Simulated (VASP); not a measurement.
# Ru in VASP: notebook, part 3 of 3

VASP 6.6.1. The steps go on from the part before.

**7. Relaxation of cell and atoms, PBE**

This run uses another cell than the first one: it holds 2 atoms, not 4.

The input, INCAR:

```
SYSTEM = Ru
PREC = Accurate ; ENCUT = 600
EDIFF = 1E-6 ; ISMEAR = 0
SIGMA = 0.1 ; LREAL = .FALSE.
LASPH = .TRUE. ; NELM = 100
ALGO = Normal ; ISIF = 3
LWAVE = .FALSE. ; LCHARG = .FALSE.
GGA = PE ; IBRION = 2
NSW = 90 ; EDIFFG = -0.04
```

The input, KPOINTS:

```
regular mesh
0
G
  9 9 4
  0 0 0
```

The input, POSCAR:

```
Ru
1.0
    2.7078263433      0.0000000000      0.0000000000
   -1.3539131716      2.3450464023      0.0000000000
    0.0000000000      0.0000000000      4.2681017800
Ru
2
Direct
    0.3333333300      0.6666666700      0.2500000000
    0.6666666700      0.3333333300      0.7500000000
```

Potentials or basis: VASP PAW PBE potentials, release 64 (Ru_pv).

Started as:

```console
cat potpaw_PBE.64/Ru_pv/POTCAR > POTCAR
mpirun -np 1 vasp_std > vasp.out
```

OUTCAR:

```text
SYSTEM = Ru
   PREC = Accurate
   ENCUT = 600
   EDIFF = 1E-6
   ISMEAR = 0
   LREAL = .FALSE.
   LASPH = .TRUE.
   NELM = 100
   ISIF = 3
   GGA = PE
   IBRION = 2
   NSW = 90
   EDIFFG = -0.04

 ion  position               nearest neighbor table
   1  0.333  0.667  0.250-   2 2.65   2 2.65   2 2.65   2 2.65   2 2.65   2 2.65
   2  0.667  0.333  0.750-   1 2.65   1 2.65   1 2.65   1 2.65   1 2.65   1 2.65

  LATTYP: Found a hexagonal cell.
 ALAT       =     2.7078263433
 C/A-ratio  =     1.5762095640

  Lattice vectors:

 A1 = (   2.7078263433,   0.0000000000,   0.0000000000)
 A2 = (  -1.3539131716,   2.3450464023,   0.0000000000)
 A3 = (   0.0000000000,   0.0000000000,   4.2681017800)

Analysis of symmetry for initial positions (statically):
=====================================================================
 Subroutine PRICEL returns:
 Original cell was already a primitive cell.

 Routine SETGRP: Setting up the symmetry group for a
 hexagonal supercell.

 Subroutine GETGRP returns: Found 24 space group operations
 (whereof 12 operations were pure point group operations)
 out of a pool of 24 trial point group operations.

The static configuration has the point symmetry D_3d.
 The point group associated with its full space group is D_6h.

Analysis of symmetry for dynamics (positions and initial velocities):
=====================================================================
 Subroutine PRICEL returns:
 Original cell was already a primitive cell.

 Routine SETGRP: Setting up the symmetry group for a
 hexagonal supercell.

 Subroutine GETGRP returns: Found 24 space group operations
 (whereof 12 operations were pure point group operations)
 out of a pool of 24 trial point group operations.

The dynamic configuration has the point symmetry D_3d.
 The point group associated with its full space group is D_6h.

 Subroutine INISYM returns: Found 24 space group operations
 (whereof 12 operations are pure point group operations),
 and found     1 'primitive' translations
[... 124 lines left out ...]
   LEPSILON=     F    determine dielectric tensor
   LRPA    =     F    only Hartree local field effects (RPA)
 conjugate gradient relaxation of ions
 non-spin polarized calculation
 Gauss-broadening in eV      SIGMA  =   0.10
  energy-cutoff  :      600.00
  volume of cell :       27.10
 maximum number of plane-waves:       929
 NGX is ok and might be reduce to    24

--------------------------------------- Ionic step        1  -------------------------------------------

 number of electron      28.0000001 magnetization

 Free energy of the ion-electron system (eV)
  ---------------------------------------------------
  ext. energy  EPLUGINS =         0.00000000
  ---------------------------------------------------
  free energy    TOTEN  =       -18.45609517 eV

  energy without entropy =      -18.44527480  energy(sigma->0) =      -18.45068499

------------------------ aborting loop because EDIFF is reached ----------------------------------------

  FORCE on cell =-STRESS in cart. coord.  units (eV):
  Direction    XX          YY          ZZ          XY          YZ          ZX
  --------------------------------------------------------------------------------------
  -------------------------------------------------------------------------------------
  Total        0.9143864      0.9143864      0.8017106      0.0000000      0.0000000      0.0000000
  in kB       54.0546849     54.0546849     47.3937615      0.0000000      0.0000000      0.0000000
  external PRESSURE =      51.8343771 kB  Pullay stress =       0.0000000 kB
[... 131 lines left out ...]
--------------------------------------- Ionic step        5  -------------------------------------------

 number of electron      28.0000004 magnetization

 Free energy of the ion-electron system (eV)
  ---------------------------------------------------
  ext. energy  EPLUGINS =         0.00000000
  ---------------------------------------------------
  free energy    TOTEN  =       -18.46302942 eV

  energy without entropy =      -18.45212919  energy(sigma->0) =      -18.45757930

 E-fermi :  12.7602     XC(G=0): -14.0348

 val. band max:       12.6203659364   @ k =   0.3333  -0.0000   0.2500
 cond. band min:      12.7607981773   @ k =   0.3333  -0.0000   0.0000
 fundamental gap:      0.1404322409
 Fermi energy:        12.7602352967

 k-point     1 :       0.0000    0.0000    0.0000
  band No.  band energies     occupation
      1     -31.0259      2.00000
      2     -30.1197      2.00000
      3     -30.1197      2.00000
      4     -29.9526      2.00000
      5     -29.9526      2.00000
      6     -29.9232      2.00000
[... 481 lines left out ...]
      5     -30.2017      2.00000
      6     -30.2017      2.00000
[... 10 lines left out ...]
     17      20.1470      0.00000
     18      20.1470      0.00000

 [... further k-points ...]

------------------------ aborting loop because EDIFF is reached ----------------------------------------

  FORCE on cell =-STRESS in cart. coord.  units (eV):
  Direction    XX          YY          ZZ          XY          YZ          ZX
  --------------------------------------------------------------------------------------
  -------------------------------------------------------------------------------------
  Total        0.0473445      0.0473445     -0.0681734      0.0000000      0.0000000      0.0000000
  in kB        2.7553689      2.7553689     -3.9675716      0.0000000      0.0000000      0.0000000
  external PRESSURE =       0.5143888 kB  Pullay stress =       0.0000000 kB
[... 17 lines left out ...]
  FREE ENERGIE OF THE ION-ELECTRON SYSTEM (eV)
  ---------------------------------------------------
  free  energy   TOTEN  =       -18.4630294210 eV

  energy  without entropy=      -18.4521291862  energy(sigma->0) =      -18.45757930

 reached required accuracy - stopping structural energy minimisation
```

It took 69 s on 1 thread of Intel Xeon 8259CL, shared host; peak memory 0.17 GiB.

What came out:

```yaml
Free_energy: -18.4630 eV
Relaxed_volume: 13.76 Å³/atom
Relaxed_cell: a = 2.723 Å, b = 2.723 Å, c = 4.289 Å, α = 90.00°, β = 90.00°, γ = 120.00°
Space_group_after_relaxing_to_0.1_Å: P6_3/mmc (No. 194)
Energy_gained_by_relaxing: 3.5 meV/atom
Ionic_steps: 5
Pressure_after_relaxing: 0.1 GPa
Band_gap_on_the_k_mesh: zero (bands 14 and 15 overlap by 2.96 eV)
```

The path:
```csv
step,energy change (eV),largest force (eV/Å),pressure (GPa),volume (Å³)
1,0.0000,0.0000,5.18,27.10
2,0.0495,0.0000,-13.14,28.86
3,-0.0069,0.0000,-0.11,27.55
4,-0.0069,0.0000,-0.04,27.54
5,-0.0069,0.0000,0.05,27.53
```

Final structure:
```cif
data_structure
_symmetry_space_group_name_H-M 'P 1'
_symmetry_Int_Tables_number 1
_cell_length_a 2.7226
_cell_length_b 2.7226
_cell_length_c 4.2885
_cell_angle_alpha 90.000
_cell_angle_beta 90.000
_cell_angle_gamma 120.000
_cell_volume 27.53
loop_
_atom_site_label
_atom_site_type_symbol
_atom_site_fract_x
_atom_site_fract_y
_atom_site_fract_z
_atom_site_occupancy
Ru1 Ru 0.33333 0.66667 0.25000 1
Ru2 Ru 0.66667 0.33333 0.75000 1
```

Caveat: the k points lie up to 0.37 Å⁻¹ apart in the final cell, too coarse for converged energies and pressures of a metal.

**8. Summary**

```tsv
task	cell	k mesh	cutoff (eV)	gap on the mesh (eV)	pressure (GPa)	relaxed volume (Å³/atom)
single point	a = 2.707, b = 2.707, c = 8.712 Å, angles 90.0, 90.0, 120.0°, 4 atoms, atomic positions A	21 × 21 × 6	520	none	-0.1	-
single point	a = 5.441, b = 5.441, c = 4.295 Å, angles 90.1, 90.1, 60.0°, 8 atoms, atomic positions B	4 × 4 × 4	520	none	-0.1	-
single point	a = 2.722, b = 2.722, c = 4.292 Å, angles 90.0, 90.0, 120.0°, 2 atoms, atomic positions C	24 × 24 × 14	520	none	-0.1	-
relaxation of cell and atoms	relaxed from a = 2.720, b = 2.720, c = 4.295 Å, angles 90.0, 90.0, 120.0°, 2 atoms, atomic positions C	24 × 24 × 14	600	none	0.0	13.76
single point	a = 2.726, b = 2.726, c = 4.285 Å, angles 90.0, 90.0, 120.0°, 2 atoms, atomic positions C	9 × 9 × 4	520	none	-0.3	-
relaxation of cell and atoms	relaxed from a = 2.708, b = 2.708, c = 4.268 Å, angles 90.0, 90.0, 120.0°, 2 atoms, atomic positions C	9 × 9 × 4	600	none	0.1	13.76
```

Alike in all rows: level PBE; potentials or basis VASP PAW PBE potentials, release 64 (Ru_pv); no spin polarisation; smearing gaussian 0.1 eV.

Caveats: some runs use coarse meshes.

Absolute energies hang on the potentials; compare differences alone.

The gap in the log of VASP goes by the Fermi energy; the results here count the filled bands.